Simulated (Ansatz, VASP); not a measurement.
One calculation of PtSe2, two programs

```
Se Pt
1.0
     3.72700    0.00000    0.00000
    -1.86350    3.22768    0.00000
     0.00000    0.00000   69.52000
Se Pt
10 5
Direct
  0.66667 0.33333 0.13321
  0.33333 0.66667 0.17089
  0.66667 0.33333 0.20452
  0.33333 0.66667 0.24205
  0.66667 0.33333 0.27509
  0.33333 0.66667 0.31265
  0.66667 0.33333 0.34570
  0.33333 0.66667 0.38323
  0.66667 0.33333 0.41685
  0.33333 0.66667 0.45453
  0.00000 0.00000 0.15231
  0.00000 0.00000 0.22328
  0.00000 0.00000 0.29387
  0.00000 0.00000 0.36446
  0.00000 0.00000 0.43543
```

Alike in both runs: functional PBE; dispersion D3(BJ); k mesh 12 × 12 × 1; occupations gaussian, width 0.02 eV; no spin polarisation.

Ansatz relaxed the structure, and its values are those at the end. VASP's run is a single point on that final structure, the one shown.

|  | VASP | Ansatz |
| --- | --- | --- |
| version | VASP 6.6.1 | Ansatz 0.2.0 |
| potentials or method | VASP PAW PBE potentials, release 64 (Se, Pt) | scalar-relativistic, plane waves, PAW |
| plane-wave cutoff (eV) | 520 | 420 |
| valence electrons in the cell | 110 | 250 |

Ansatz gave:

* gap on the k mesh at the Fermi level (eV): none
* rms of the force components (eV/Å): 0.003

Task: Which values does VASP return?

Result: gap on the k mesh at the Fermi level (eV): none; rms of the force components (eV/Å): 0.004.

A gap of «none» marks a metal or a gap that the smearing closes. VASP's potentials hold 110 valence electrons a cell and Ansatz's 250, so a difference there can come from the potentials and not from the codes. Ansatz's warnings: slab cell height set, xc potential rough in thin density.

Neither program's run includes spin-orbit coupling.
